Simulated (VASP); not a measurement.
Set up this calculation in VASP 6.6.1, as the native input.

- Task: single point
- Functional: PBE
- Potentials or basis: VASP PAW PBE potentials, release 64 (Li_sv)
- Cutoff: 520 eV
- k mesh: 6 × 6 × 6
- Occupations: gaussian, width 0.1 eV
- Spin: no spin polarisation
- Dipole correction: no
- Further INCAR settings: ALGO = Fast; EDIFF = 1e-06; NBANDS = 8

The structure of Li lies in POSCAR:

```
Li
1.0
    2.7229997737      0.0000000000      0.0000000000
    0.0000000000      2.7229997737      0.0000000000
    0.0000000000      0.0000000000      2.7192022771
Li
1
Direct
    0.0000000000      0.0000000000      0.0000000000
```

These files were run (other wordings do the same):

INCAR

```
SYSTEM = Li
PREC = Accurate
ENCUT = 520
EDIFF = 1E-6
ISMEAR = 0
SIGMA = 0.1
LREAL = .FALSE.
LASPH = .TRUE.
NELM = 80
ALGO = Fast
ISIF = 2
LWAVE = .FALSE.
LCHARG = .FALSE.
GGA = PE
NBANDS = 8
```

KPOINTS

```
Automatic mesh
0
G
  6 6 6
  0 0 0
```

Potentials or basis: VASP PAW PBE potentials, release 64 (Li_sv).

Command:

```console
$ cat potpaw_PBE.64/Li_sv/POTCAR > POTCAR
$ mpirun -np 1 vasp_std > vasp.out
```

Run time: 2.3 s on 1 thread of Intel(R) Xeon(R) 6975P-C (Granite Rapids) (shared host), peak memory 0.11 GiB.
